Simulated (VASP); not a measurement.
# Si (P6_3/mmc) in VASP: further runs, part 2 of 2

VASP 6.6.1. The steps go on from the part before.

## (3) Single point, r2SCAN (uniaxial strain along c: +1.5 %)

File POSCAR:

```
Si
1.0
    3.8175387044      0.0000000000      0.0000000000
   -1.9087693522      3.3060854979      0.0000000000
    0.0000000000      0.0000000000      6.4369472143
Si
4
Direct
    0.3333333333      0.6666666667      0.0630908784
    0.6666666667      0.3333333333      0.5630908784
    0.3333333333      0.6666666667      0.4369091216
    0.6666666667      0.3333333333      0.9369091216
```

File INCAR.step1:

```
SYSTEM = Si
ALGO     = Normal         ! electronic algorithm
EDIFF    = 1E-4           ! SCF threshold, eV
ENCUT    = 520            ! plane-wave cutoff, eV
GGA      = PE             ! functional
ISMEAR   = 0              ! smearing method
LASPH    = .True.         ! aspherical terms in the spheres
LCHARG   = .False.        ! write CHGCAR
LREAL    = .False.        ! projectors in reciprocal space
LWAVE    = .True.         ! write WAVECAR
NBANDS   = 16             ! bands
NELM     = 100            ! most SCF steps
PREC     = Accurate       ! precision mode
SIGMA    = 0.02           ! smearing width, eV
```

File INCAR.step2:

```
SYSTEM = Si
ALGO     = Normal         ! electronic algorithm
EDIFF    = 1E-6           ! SCF threshold, eV
ENCUT    = 520            ! plane-wave cutoff, eV
ISIF     = 2              ! what is computed and relaxed
ISMEAR   = 0              ! smearing method
ISTART   = 1            
LASPH    = .True.         ! aspherical terms in the spheres
LCHARG   = .True.         ! write CHGCAR
LELF     = .True.         ! ELF
LMIXTAU  = .True.       
LREAL    = .False.        ! projectors in reciprocal space
LVHAR    = .True.       
LWAVE    = .False.        ! write WAVECAR
METAGGA  = R2SCAN         ! meta-GGA
NBANDS   = 16             ! bands
NELM     = 100            ! most SCF steps
PREC     = Accurate       ! precision mode
SIGMA    = 0.02           ! smearing width, eV
```

File KPOINTS:

```
k-points
0
Gamma
  12 12 4
  0 0 0
```

Potentials or basis: VASP PAW PBE potentials, release 64 (Si).

The run is started by

```console
> cat potpaw_PBE.64/Si/POTCAR > POTCAR
> cp INCAR.step1 INCAR
> mpirun -np 1 vasp_std > vasp.out
> cp INCAR.step2 INCAR
> mpirun -np 1 vasp_std > vasp.out
```

OUTCAR:

```text
SYSTEM = Si
   EDIFF = 1E-6
   ENCUT = 520
   ISIF = 2
   ISMEAR = 0
   ISTART = 1
   LASPH = .True.
   LREAL = .False.
   METAGGA = R2SCAN
   NELM = 100
   PREC = Accurate

 ion  position               nearest neighbor table
   1  0.333  0.667  0.063-   4 2.35   4 2.35   4 2.35   3 2.41
   2  0.667  0.333  0.563-   3 2.35   3 2.35   3 2.35   4 2.41
   3  0.333  0.667  0.437-   2 2.35   2 2.35   2 2.35   1 2.41
   4  0.667  0.333  0.937-   1 2.35   1 2.35   1 2.35   2 2.41

  LATTYP: Found a hexagonal cell.
 ALAT       =     3.8175387044
 C/A-ratio  =     1.6861511337

  Lattice vectors:

 A1 = (   3.8175387044,   0.0000000000,   0.0000000000)
 A2 = (  -1.9087693522,   3.3060854979,   0.0000000000)
 A3 = (   0.0000000000,   0.0000000000,   6.4369472143)

Analysis of symmetry for initial positions (statically):
=====================================================================
 Subroutine PRICEL returns:
 Original cell was already a primitive cell.

 Routine SETGRP: Setting up the symmetry group for a
 hexagonal supercell.
[... 168 lines left out ...]
  ---------------------------------------------------
  free energy    TOTEN  =       -35.03378020 eV

  energy without entropy =      -35.03378020  energy(sigma->0) =      -35.03378020

 E-fermi :   5.9596     XC(G=0):  -9.7952

 val. band max:        5.8587995731   @ k =   0.0000   0.0000   0.0000
 cond. band min:       6.5801232803   @ k =   0.5000  -0.0000   0.0000
 fundamental gap:      0.7213237073
 Fermi energy:         5.9596209707

 k-point     1 :       0.0000    0.0000    0.0000
  band No.  band energies     occupation
      1      -6.8466      2.00000
      2      -4.6039      2.00000
      3      -1.5918      2.00000
      4       4.3700      2.00000
      5       4.3700      2.00000
      6       5.4502      2.00000
[... 433 lines left out ...]
      3      -1.0970      2.00000
      4       0.6888      2.00000
      5       1.4065      2.00000
      6       3.1883      2.00000
[... 8 lines left out ...]
     15      13.3290      0.00000
     16      13.8502      0.00000

 [... further k-points ...]
[... 5 lines left out ...]
  --------------------------------------------------------------------------------------
  -------------------------------------------------------------------------------------
  Total        0.2614111      0.2614111     -1.8931185      0.0000000      0.0000000      0.0000000
  in kB        5.1553370      5.1553370    -37.3345476      0.0000000      0.0000000      0.0000000
  external PRESSURE =      -9.0079579 kB  Pullay stress =       0.0000000 kB

 VOLUME and BASIS-vectors are now :
 -----------------------------------------------------------------------------
  energy-cutoff  :      520.00
  volume of cell :       81.24
      direct lattice vectors                 reciprocal lattice vectors
     3.817538704  0.000000000  0.000000000     0.261948883  0.151236258  0.000000000
    -1.908769352  3.306085498  0.000000000     0.000000000  0.302472516  0.000000000
     0.000000000  0.000000000  6.436947214     0.000000000  0.000000000  0.155353146

 POSITION                                       TOTAL-FORCE (eV/Angst)
 -----------------------------------------------------------------------------------
     -0.00000      2.20406      0.40611        -0.000000      0.000000      0.166056
      1.90877      1.10203      3.62459         0.000000      0.000000      0.166056
     -0.00000      2.20406      2.81236        -0.000000     -0.000000     -0.166056
      1.90877      1.10203      6.03083         0.000000      0.000000     -0.166056
 -----------------------------------------------------------------------------------
    total drift:                               -0.000000      0.000000     -0.000000

  FREE ENERGIE OF THE ION-ELECTRON SYSTEM (eV)
  ---------------------------------------------------
  free  energy   TOTEN  =       -35.0337802042 eV

  energy  without entropy=      -35.0337802042  energy(sigma->0) =      -35.03378020
```

OUTCAR.step1:

```text
SYSTEM = Si
   EDIFF = 1E-4
   ENCUT = 520
   GGA = PE
   ISMEAR = 0
   LASPH = .True.
   LREAL = .False.
   NELM = 100
[... 685 lines left out ...]
      1.90877      1.10203      3.62459        -0.000000     -0.000000      0.171519
     -0.00000      2.20406      2.81236         0.000000      0.000000     -0.171519
      1.90877      1.10203      6.03083        -0.000000     -0.000000     -0.171519
 -----------------------------------------------------------------------------------
    total drift:                               -0.000000      0.000000     -0.000000

  FREE ENERGIE OF THE ION-ELECTRON SYSTEM (eV)
  ---------------------------------------------------
  free  energy   TOTEN  =       -21.6416534241 eV

  energy  without entropy=      -21.6416534241  energy(sigma->0) =      -21.64165342
```

OSZICAR.step1:

```text
N       E                     dE             d eps       ncg     rms          rms(c)
DAV:   1     0.259804937479E+02    0.25980E+02   -0.59768E+03  1824   0.820E+02
DAV:   2    -0.200814508949E+02   -0.46062E+02   -0.41953E+02  2512   0.122E+02
DAV:   3    -0.219736046340E+02   -0.18922E+01   -0.18781E+01  2544   0.228E+01
DAV:   4    -0.219958602367E+02   -0.22256E-01   -0.22250E-01  2176   0.319E+00
DAV:   5    -0.219962505829E+02   -0.39035E-03   -0.39033E-03  2504   0.402E-01    0.678E+00
DAV:   6    -0.217510357298E+02    0.24521E+00   -0.10136E-01  2160   0.152E+00    0.412E+00
DAV:   7    -0.216388527312E+02    0.11218E+00   -0.21413E-01  2152   0.229E+00    0.248E-01
DAV:   8    -0.216410935218E+02   -0.22408E-02   -0.16222E-02  2152   0.663E-01    0.117E-01
DAV:   9    -0.216414886828E+02   -0.39516E-03   -0.60563E-04  2456   0.144E-01    0.876E-02
DAV:  10    -0.216416456550E+02   -0.15697E-03   -0.15743E-04  2016   0.631E-02    0.168E-02
DAV:  11    -0.216416534241E+02   -0.77691E-05   -0.13980E-05  1200   0.210E-02
   1 F= -.21641653E+02 E0= -.21641653E+02  d E =-.312002E-12
```

Run time: 4.3 min. Hardware: 1 thread of Intel Xeon Platinum 8375C at 2.90GHz (Ice Lake), shared host; peak memory 0.21 GiB.

What came out:

```
Free energy            : -35.0338 eV
Pressure               : -0.9 GPa
Largest force          : 0.166 eV/Å
Band gap on the k mesh : 0.72 eV, indirect (least direct gap 1.57 eV)
```

Forces on the atoms (eV/Å):
```
Si   0.000  0.000  0.166
Si   0.000  0.000  0.166
Si   0.000  0.000 -0.166
Si   0.000  0.000 -0.166
```

Caveat: the cell differs from its parent crystal (uniaxial strain along c: +1.5 %); the PAW data sets were made with another functional, which shifts forces and pressure a little.

## (4) Single point, r2SCAN (uniaxial strain along c: +1.5 %, then relaxed in part)

File POSCAR:

```
Si
1.0
    3.8243165767      0.0000000000      0.0000000000
   -1.9121582883      3.3119553075      0.0000000000
    0.0000000000      0.0000000000      6.4369472143
Si
4
Direct
    0.3333333336      0.6666666664      0.0639931521
    0.6666666664      0.3333333336      0.5639931521
    0.3333333336      0.6666666664      0.4360068479
    0.6666666664      0.3333333336      0.9360068479
```

File INCAR.step1:

```
SYSTEM = Si
ALGO = Normal
EDIFF = 1E-4
ENCUT = 520
GGA = PE
ISMEAR = 0
LASPH = .True.
LCHARG = .False.
LREAL = .False.
LWAVE = .True.
NBANDS = 16
NELM = 60
PREC = Accurate
SIGMA = 0.02
```

File INCAR.step2:

```
SYSTEM = Si
ALGO = Normal
EDIFF = 1E-7
ENCUT = 520
ISIF = 2
ISMEAR = 0
ISTART = 1
LASPH = .True.
LCHARG = .True.
LELF = .True.
LMIXTAU = .True.
LREAL = .False.
LVHAR = .True.
LWAVE = .False.
METAGGA = R2SCAN
NBANDS = 16
NELM = 60
PREC = Accurate
SIGMA = 0.02
```

KPOINTS is that of step 3.

Potentials or basis: VASP PAW PBE potentials, release 64 (Si).

The run is started by

```console
> cat potpaw_PBE.64/Si/POTCAR > POTCAR
> cp INCAR.step1 INCAR
> mpirun -np 1 vasp_std > vasp.out
> cp INCAR.step2 INCAR
> mpirun -np 1 vasp_std > vasp.out
```

OUTCAR:

```text
SYSTEM = Si
   EDIFF = 1E-7
   ENCUT = 520
   ISIF = 2
   ISMEAR = 0
   ISTART = 1
   LASPH = .True.
   LREAL = .False.
   METAGGA = R2SCAN
   NELM = 60
   PREC = Accurate

 ion  position               nearest neighbor table
   1  0.333  0.667  0.064-   4 2.36   4 2.36   4 2.36   3 2.39
   2  0.667  0.333  0.564-   3 2.36   3 2.36   3 2.36   4 2.39
   3  0.333  0.667  0.436-   2 2.36   2 2.36   2 2.36   1 2.39
   4  0.667  0.333  0.936-   1 2.36   1 2.36   1 2.36   2 2.39

  LATTYP: Found a hexagonal cell.
 ALAT       =     3.8243165767
 C/A-ratio  =     1.6831627521

  Lattice vectors:

 A1 = (   3.8243165767,   0.0000000000,   0.0000000000)
 A2 = (  -1.9121582883,   3.3119553075,   0.0000000000)
 A3 = (   0.0000000000,   0.0000000000,   6.4369472143)

Analysis of symmetry for initial positions (statically):
=====================================================================
 Subroutine PRICEL returns:
 Original cell was already a primitive cell.

 Routine SETGRP: Setting up the symmetry group for a
 hexagonal supercell.
[... 168 lines left out ...]
  ---------------------------------------------------
  free energy    TOTEN  =       -35.03594635 eV

  energy without entropy =      -35.03594635  energy(sigma->0) =      -35.03594635

 E-fermi :   5.9387     XC(G=0):  -9.7816

 val. band max:        5.8578257226   @ k =   0.0000   0.0000   0.0000
 cond. band min:       6.5575904433   @ k =   0.5000  -0.0000   0.0000
 fundamental gap:      0.6997647207
 Fermi energy:         5.9386935867

 k-point     1 :       0.0000    0.0000    0.0000
  band No.  band energies     occupation
      1      -6.8549      2.00000
      2      -4.5861      2.00000
      3      -1.6622      2.00000
      4       4.3443      2.00000
      5       4.3443      2.00000
      6       5.3525      2.00000
[... 433 lines left out ...]
      3      -1.1407      2.00000
      4       0.6742      2.00000
      5       1.3808      2.00000
      6       3.1701      2.00000
[... 8 lines left out ...]
     15      13.2755      0.00000
     16      13.7917      0.00000

 [... further k-points ...]
[... 5 lines left out ...]
  --------------------------------------------------------------------------------------
  -------------------------------------------------------------------------------------
  Total       -0.1089569     -0.1089569     -1.7451877     -0.0000000     -0.0000000      0.0000000
  in kB       -2.1411495     -2.1411495    -34.2952888     -0.0000000     -0.0000000      0.0000000
  external PRESSURE =     -12.8591960 kB  Pullay stress =       0.0000000 kB

 VOLUME and BASIS-vectors are now :
 -----------------------------------------------------------------------------
  energy-cutoff  :      520.00
  volume of cell :       81.53
      direct lattice vectors                 reciprocal lattice vectors
     3.824316577  0.000000000  0.000000000     0.261484629  0.150968221  0.000000000
    -1.912158288  3.311955307  0.000000000     0.000000000  0.301936442  0.000000000
     0.000000000  0.000000000  6.436947214     0.000000000  0.000000000  0.155353146

 POSITION                                       TOTAL-FORCE (eV/Angst)
 -----------------------------------------------------------------------------------
      0.00000      2.20797      0.41192        -0.000000      0.000000     -0.003078
      1.91216      1.10399      3.63039        -0.000000     -0.000000     -0.003078
      0.00000      2.20797      2.80655         0.000000      0.000000      0.003078
      1.91216      1.10399      6.02503         0.000000     -0.000000      0.003078
 -----------------------------------------------------------------------------------
    total drift:                               -0.000000      0.000000     -0.000000

  FREE ENERGIE OF THE ION-ELECTRON SYSTEM (eV)
  ---------------------------------------------------
  free  energy   TOTEN  =       -35.0359463471 eV

  energy  without entropy=      -35.0359463471  energy(sigma->0) =      -35.03594635
```

It took 4.7 min on 1 thread of Intel Xeon Platinum 8375C at 2.90GHz (Ice Lake), shared host; peak memory 0.22 GiB.

What came out:

```yaml
Free_energy: -35.0359 eV
Pressure: -1.3 GPa
Largest_force: 0.003 eV/Å
Band_gap_on_the_k_mesh: 0.70 eV, indirect (least direct gap 1.52 eV)
```

Forces in eV/Å, atoms in the order of the input:
```
Si   0.000  0.000 -0.003
Si   0.000  0.000 -0.003
Si   0.000  0.000  0.003
Si   0.000  0.000  0.003
```

Caveat: the cell differs from its parent crystal (uniaxial strain along c: +1.5 %, then relaxed in part); the PAW data sets were made with another functional, which shifts forces and pressure a little.

## (5) Single point, r2SCAN (uniaxial strain along c: +3.0 %)

File POSCAR:

```
Si
1.0
    3.8031690480      0.0000000000      0.0000000000
   -1.9015845240      3.2936410105      0.0000000000
    0.0000000000      0.0000000000      6.5320745130
Si
4
Direct
    0.3333333336      0.6666666664      0.0639931521
    0.6666666664      0.3333333336      0.5639931521
    0.3333333336      0.6666666664      0.4360068479
    0.6666666664      0.3333333336      0.9360068479
```

File INCAR.step1:

```
ALGO = Normal ; EDIFF = 1E-4
ENCUT = 520 ; GGA = PE
ISMEAR = 0 ; LASPH = True
LCHARG = False ; LREAL = False
LWAVE = True ; NBANDS = 16
NELM = 100 ; PREC = Accurate
SIGMA = 0.02
```

File INCAR.step2:

```
ALGO = Normal ; EDIFF = 1E-6
ENCUT = 520 ; ISIF = 2
ISMEAR = 0 ; ISTART = 1
LASPH = True ; LCHARG = False
LMIXTAU = True ; LREAL = False
LWAVE = False ; METAGGA = R2SCAN
NBANDS = 16 ; NELM = 100
PREC = Accurate ; SIGMA = 0.02
```

File KPOINTS:

```
k-points
0
Gamma
  12 12 4
```

The run is started by

```console
> cat potpaw_PBE.64/Si/POTCAR > POTCAR
> cp INCAR.step1 INCAR
> mpirun -np 1 vasp_std > vasp.out
> cp INCAR.step2 INCAR
> mpirun -np 1 vasp_std > vasp.out
```

Run time: 5.4 min. Hardware: 1 thread of Intel Xeon Platinum 8375C at 2.90GHz (Ice Lake), shared host; peak memory 0.21 GiB.

Results (log left out):

```
Free energy            : -34.9963 eV
Pressure               : -1.5 GPa
Largest force          : 0.160 eV/Å
Band gap on the k mesh : 0.79 eV, indirect (least direct gap 1.73 eV)
```

Forces in eV/Å, atoms in the order of the input:
```
Si   0.000  0.000  0.160
Si   0.000  0.000  0.160
Si   0.000  0.000 -0.160
Si   0.000  0.000 -0.160
```

Stress tensor (GPa, compression positive):
```
 0.98  0.00  0.00
 0.00  0.98  0.00
 0.00  0.00 -6.55
```

Levels at points of the mesh, in eV from the valence-band top:
| k point | band 6 | band 7 | band 8 | band 9 | band 10 | band 11 |
| --- | --- | --- | --- | --- | --- | --- |
| (0.00, 0.00, 0.00) | -0.55 | 0.00 | 0.00 | 1.73 | 1.86 | 2.35 |
| (0.50, 0.00, 0.00) | -3.06 | -3.06 | -1.58 | 0.79 | 2.57 | 3.05 |
| (0.00, 0.00, 0.50) | -0.84 | -0.84 | -0.84 | 2.39 | 2.39 | 3.29 |
| (0.50, 0.00, 0.50) | -2.72 | -2.46 | -2.46 | 1.05 | 1.05 | 1.82 |

Caveat: the cell differs from its parent crystal (uniaxial strain along c: +3.0 %); the PAW data sets were made with another functional, which shifts forces and pressure a little. A k mesh can miss the band edges.

## (6) Relaxation of shape and atoms at fixed volume, r2SCAN (volume scaled by 0.97)

File POSCAR:

```
Si
1.0
    3.7931995672      0.0000000000      0.0000000000
   -1.8965997836      3.2850071868      0.0000000000
    0.0000000000      0.0000000000      6.2777567389
Si
4
Direct
    0.3333333333      0.6666666667      0.0630908783
    0.6666666667      0.3333333333      0.5630908783
    0.3333333333      0.6666666667      0.4369091217
    0.6666666667      0.3333333333      0.9369091217
```

File INCAR.step1:

```
SYSTEM = Si
PREC = Accurate
ENCUT = 600
ISMEAR = 0
SIGMA = 0.02
LREAL = .FALSE.
LASPH = .TRUE.
NELM = 80
GGA = PE
ALGO = Normal
EDIFF = 1E-4
LWAVE = .TRUE.
LCHARG = .FALSE.
```

File INCAR.step2:

```
SYSTEM = Si
PREC = Accurate
ENCUT = 600
EDIFF = 1E-6
ISMEAR = 0
SIGMA = 0.02
LREAL = .FALSE.
LASPH = .TRUE.
NELM = 80
ALGO = Normal
ISIF = 4
LWAVE = .FALSE.
LCHARG = .FALSE.
METAGGA = R2SCAN
LMIXTAU = .TRUE.
IBRION = 2
NSW = 50
EDIFFG = -0.01
ISTART = 1
```

File KPOINTS:

```
Automatic mesh
0
G
  12 12 6
  0 0 0
```

Potentials or basis: VASP PAW PBE potentials, release 64 (Si).

The run is started by

```console
> cat potpaw_PBE.64/Si/POTCAR > POTCAR
> cp INCAR.step1 INCAR
> mpirun -np 1 vasp_std > vasp.out
> cp INCAR.step2 INCAR
> mpirun -np 1 vasp_std > vasp.out
```

It took 6.1 min on 1 thread of AMD EPYC 7R43 (Zen 3), shared host; peak memory 0.21 GiB.

The run converged. Its results:

```yaml
Free_energy: -35.0283 eV
Energy_gained_by_relaxing: 0.0 meV/atom
Ionic_steps: 2
Pressure_after_relaxing: 2.9 GPa
Band_gap_on_the_k_mesh: 0.56 eV, indirect (least direct gap 1.47 eV)
```

Stress tensor (GPa, compression positive):
```
2.88 0.00 0.00
0.00 2.88 0.00
0.00 0.00 2.96
```

Final structure:
```xyz
4
Lattice="3.7929 0.0000 0.0000 -1.8965 3.2848 0.0000 0.0000 0.0000 6.2787" Properties=species:S:1:pos:R:3 pbc="T T T"
Si    0.0000    2.1898    0.3966
Si    1.8965    1.0949    3.5360
Si    0.0000    2.1898    2.7427
Si    1.8965    1.0949    5.8820
```

Levels at points of the mesh, in eV from the valence-band top:
```csv
k point,band 5,band 6,band 7,band 8,band 9,band 10,band 11,band 12
"(0.00, 0.00, 0.00)",-1.65,-0.41,0.00,0.00,1.47,2.15,2.15,2.57
"(0.50, 0.00, 0.00)",-5.02,-3.32,-3.23,-1.57,0.56,2.68,3.19,3.31
"(0.00, 0.00, 0.50)",-1.01,-1.01,-1.01,-1.01,2.24,2.24,3.20,3.20
"(0.50, 0.00, 0.50)",-2.66,-2.66,-2.63,-2.63,1.15,1.15,1.84,1.84
```

Caveat: the PAW data sets were made with another functional, which shifts forces and pressure a little. A k mesh can miss the band edges.

## (7) The runs side by side

```csv
task,cell,k mesh,cutoff (eV),gap on the mesh (eV),pressure (GPa),largest force (eV/Å)
single point,"a = 3.832, b = 3.832, c = 6.342 Å, angles 90.0, 90.0, 120.0°, 4 atoms",12 × 12 × 4,520,0.62,-0.2,-
single point,"a = 3.818, b = 3.818, c = 6.437 Å, angles 90.0, 90.0, 120.0°, 4 atoms",12 × 12 × 4,520,0.72,-0.9,0.17
single point,"a = 3.824, b = 3.824, c = 6.437 Å, angles 90.0, 90.0, 120.0°, 4 atoms",12 × 12 × 4,520,0.70,-1.3,-
single point,"a = 3.803, b = 3.803, c = 6.532 Å, angles 90.0, 90.0, 120.0°, 4 atoms",12 × 12 × 4,520,0.79,-1.5,0.16
relaxation of shape and atoms at fixed volume,"relaxed from a = 3.793, b = 3.793, c = 6.278 Å, angles 90.0, 90.0, 120.0°, 4 atoms",12 × 12 × 6,600,0.56,2.9,-
```

Alike in all rows: level r2SCAN; potentials or basis VASP PAW PBE potentials, release 64 (Si); no spin polarisation; smearing gaussian 0.02 eV.

Caveats: the PAW data sets were made with another functional, which shifts forces and pressure a little.

Total energies depend on the potentials used, so only differences within one code and one set of settings carry meaning.
